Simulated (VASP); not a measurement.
Crystal: BeTe.

```
Be Te
1.0
     3.86360    0.00000    0.00000
    -1.93180    3.34597    0.00000
     0.00000    0.00000    6.00340
Be Te
2 2
Direct
  0.00000 0.00000 0.00000
  0.00000 0.00000 0.50000
  0.33333 0.66667 0.25000
  0.66667 0.33333 0.75000
```

Base run:

* Program: VASP 6.6.1
* Functional: PBE
* Potentials or basis: VASP PAW PBE potentials, release 64 (Be, Te)
* Cutoff: 520 eV
* k mesh: 12 × 12 × 4
* Occupations: fermi-dirac, width 0.02 eV
* Spin: no spin polarisation

Its results: band gap on the k mesh zero (band 8 reaches 7.65 eV, above the bottom of band 9 at 6.48 eV); pressure -0.1 GPa.

Q: The run is repeated on the same cell with these changes: functional from PBE to HSE06; k mesh from 12 × 12 × 4 to 6 × 6 × 4. What comes out?

A: Band gap on the k mesh zero (band 8 reaches 7.39 eV, above the bottom of band 9 at 6.46 eV); pressure -1.5 GPa.

Several settings changed at once, so the effect can't be laid on one alone.

Caveats: spin-orbit coupling is left out, which moves the levels of the heavy elements; the PAW data sets were made with another functional, which shifts forces and pressure a little (some runs).
